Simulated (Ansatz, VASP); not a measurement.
**One calculation of CsGe3, two programs**

```
CELL_PARAMETERS angstrom
6.51885 0.00000 0.00000
-3.25943 5.64549 0.00000
0.00000 0.00000 3.08739
ATOMIC_POSITIONS crystal
Cs 0.00000 0.00000 0.00000
Ge 0.50000 0.00000 0.00000
Ge 0.00000 0.50000 0.00000
Ge 0.50000 0.50000 0.00000
```

Alike in both runs: functional PBE; k mesh 3 × 3 × 6; occupations gaussian, width 0.1 eV; no spin polarisation.

Ansatz relaxed the structure, and its values are those at the end. VASP's run is a single point on that final structure, the one shown.

|  | VASP | Ansatz |
| --- | --- | --- |
| version | VASP 6.6.1 | Ansatz 0.2.0 |
| potentials or method | VASP PAW PBE potentials, release 64 (Cs_sv, Ge_d), cutoff 520 eV | scalar-relativistic, plane waves, PAW |
| valence electrons in the cell | 51 | 51 |

```csv
,VASP,Ansatz,Ansatz less VASP
gap on the k mesh at the Fermi level (eV),none,none,-
pressure (GPa),0.2,0.0,-0.14
```

A gap of «none» marks a metal or a gap that the smearing closes. With one functional, cell and mesh, what is left measures potentials, basis and numerics.

The k mesh is coarse, so the values compare programs but aren't converged. Neither program's run includes spin-orbit coupling.
